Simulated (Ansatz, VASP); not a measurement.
## One calculation of WC, two programs

```xyz
2
Lattice="2.9005 0.0000 0.0000 -1.4503 2.5119 0.0000 0.0000 0.0000 2.8290" Properties=species:S:1:pos:R:3 pbc="T T T"
W     0.1591    0.1591   -0.4500
C     1.4503    0.8373    1.4145
```

Alike in both runs: task single point; functional PBEsol; k mesh 6 × 6 × 6; occupations gaussian, width 0.15 eV; no spin polarisation.

```csv
,VASP,Ansatz
version,VASP 6.6.1,Ansatz 0.2.0
potentials or method,"VASP PAW PBE potentials, release 64 (W_sv, C), cutoff 520 eV","scalar-relativistic, plane waves, PAW"
valence electrons in the cell,18,18
```

|  | VASP | Ansatz | Ansatz less VASP |
| --- | --- | --- | --- |
| gap on the k mesh at the Fermi level (eV) | none | none | - |
| rms of the force components (eV/Å) | 6.365 | 6.288 | -0.0770 |

VASP's potentials were made for PBE, not for PBEsol. Atom by atom the forces differ by 0.077 eV/Å (rms over components). A gap of «none» marks a metal or a gap that the smearing closes.

The k mesh is coarse, so the values compare programs but aren't converged. Spin-orbit coupling is off throughout.
